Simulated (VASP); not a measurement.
Set up this calculation in VASP 6.6.1, as the native input.

| Item | Value |
| --- | --- |
| Task | single point |
| Functional | PBE |
| Potentials or basis | VASP PAW PBE potentials, release 64 (Si, Ti_sv) |
| Cutoff | 520 eV |
| k mesh | 4 × 4 × 4, shifted |
| Occupations | gaussian, width 0.1 eV |
| Spin | no spin polarisation |
| Dipole correction | no |
| Further INCAR settings | LREAL = Auto; ALGO = Normal; EDIFF = 1e-07; NBANDS = 112 |

The structure of Ti16Si (a cell with a defect) lies in POSCAR:

```
Ti16Si
1.0
    2.2897681504     -3.9659947741      5.6643452958
    2.2897681504      3.9659947741      5.6643452958
   -4.5795363009      0.0000000000      5.6643452958
Si Ti
1 16
Direct
    0.3265546567      0.3265546567      0.3265546567
    0.6671222891      0.6671222891      0.6671222891
    0.8325953110      0.8325953110      0.8325953110
    1.0009388553      0.0009387984      0.0009388597
    0.1659751688      0.1659751688      0.1659751688
    0.7493765818      0.4167583926      0.0820025650
    0.9257566043      0.5816111685      0.2479014561
    0.0820025984      0.7493766498      0.4167582912
    0.2479014248      0.9257565793      0.5816112249
    0.4167584320      0.0820025699      0.7493765376
    0.5816111270      0.2479014084      0.9257566936
    0.0820025699      0.4167584320      0.7493765376
    0.2479014084      0.5816111270      0.9257566936
    0.4167583926      0.7493765818      0.0820025650
    0.5816111685      0.9257566043      0.2479014561
    0.7493766498      0.0820025984      0.4167582912
    0.9257565793      0.2479014248      0.5816112249
```

One way to write it, as run:

INCAR

```
ALGO     = Normal         # electronic algorithm
EDIFF    = 1E-7           # SCF threshold, eV
ENCUT    = 520            # plane-wave cutoff, eV
GGA      = PE             # functional
ISIF     = 2              # what is computed and relaxed
ISMEAR   = 0              # smearing method
LASPH    = T              # aspherical terms in the spheres
LCHARG   = F              # write CHGCAR
LREAL    = Auto         
LWAVE    = F              # write WAVECAR
NBANDS   = 112            # bands
NELM     = 60             # most SCF steps
PREC     = Accurate       # precision mode
SIGMA    = 0.1            # smearing width, eV
```

KPOINTS

```
Automatic mesh
0
Gamma
  4 4 4
  0.5 0.5 0.5
```

Potentials or basis: VASP PAW PBE potentials, release 64 (Si, Ti_sv).

Launch:

```console
$ cat potpaw_PBE.64/Si/POTCAR potpaw_PBE.64/Ti_sv/POTCAR > POTCAR
$ mpirun -np 1 vasp_std > vasp.out
```

It gave:

* Pressure: -4.0 GPa
* Largest force: 0.020 eV/Å
* Band gap on the k mesh: zero (bands 98 and 99 overlap by 0.03 eV)

Wall time 15 min on 1 thread of Intel(R) Xeon(R) Platinum 8259CL CPU @ 2.50GHz (Skylake/Cascade Lake), with other jobs on the host, peak memory 0.5 GiB.
